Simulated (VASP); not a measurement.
# ZrTi5C6: single point with PBE

Crystal: ZrTi5C6.

```
Zr Ti C
1.0
     3.12254    0.00000    0.00000
     0.00000    3.12254    0.00000
     0.00000    0.00000   13.18934
Zr Ti C
1 5 6
Direct
  0.00000 0.00000 0.00000
  0.00000 0.00000 0.66249
  0.50000 0.50000 0.82472
  0.50000 0.50000 0.17528
  0.00000 0.00000 0.33751
  0.50000 0.50000 0.50000
  0.00000 0.00000 0.82430
  0.50000 0.50000 0.00000
  0.00000 0.00000 0.17570
  0.50000 0.50000 0.33678
  0.00000 0.00000 0.50000
  0.50000 0.50000 0.66322
```

```
Program                : VASP 6.6.1
Task                   : single point
Functional             : PBE
Potentials or basis    : VASP PAW PBE potentials, release 64 (Zr_sv, Ti_sv, C)
Cutoff                 : 520 eV
k mesh                 : 6 × 6 × 2
Occupations            : gaussian, width 0.1 eV
Spin                   : no spin polarisation
Dipole correction      : no
Further INCAR settings : ALGO = Normal; EDIFF = 1e-07; NBANDS = 60
```

| Item | Value |
| --- | --- |
| Pressure | 0.3 GPa |
| Largest force | 0.009 eV/Å |
| Band gap on the k mesh | zero (bands 48 and 49 overlap by 0.36 eV) |

Forces on the atoms (eV/Å):
```
Zr   0.000  0.000  0.000
Ti   0.000  0.000 -0.006
Ti   0.000  0.000  0.009
Ti   0.000  0.000 -0.009
Ti   0.000  0.000  0.006
Ti   0.000  0.000  0.000
C    0.000  0.000 -0.001
C    0.000  0.000  0.000
C    0.000  0.000  0.001
C    0.000  0.000 -0.005
C    0.000  0.000  0.000
C    0.000  0.000  0.005
```

Stress tensor (GPa, compression positive):
```
0.29 0.00 0.00
0.00 0.29 0.00
0.00 0.00 0.20
```

Levels at points of the mesh, in eV from the Fermi level:
```tsv
k point	band 44	band 45	band 46	band 47	band 48	band 49	band 50	band 51	band 52	band 53
(0.00, 0.00, 0.00)	-0.24	-0.12	-0.12	0.04	0.16	0.20	0.20	0.83	0.83	0.83
(0.50, 0.00, 0.00)	-2.58	-2.47	-2.45	-2.37	-2.29	2.05	2.28	2.57	2.69	2.72
(0.50, 0.50, 0.00)	-1.91	-1.52	-1.52	-0.13	0.19	0.19	0.21	1.81	1.81	2.02
(0.00, 0.00, 0.50)	-0.33	-0.22	-0.22	0.03	0.03	0.34	0.34	0.41	0.41	0.55
(0.50, 0.00, 0.50)	-2.48	-2.47	-2.46	-2.41	-2.29	2.24	2.25	2.33	2.67	2.69
(0.50, 0.50, 0.50)	-1.56	-1.04	-0.90	-0.72	-0.72	0.76	0.76	0.82	0.82	2.78
```

Wall time 6.7 min on 1 thread of Intel Xeon 8259CL, on a shared host, peak memory 0.3 GiB.
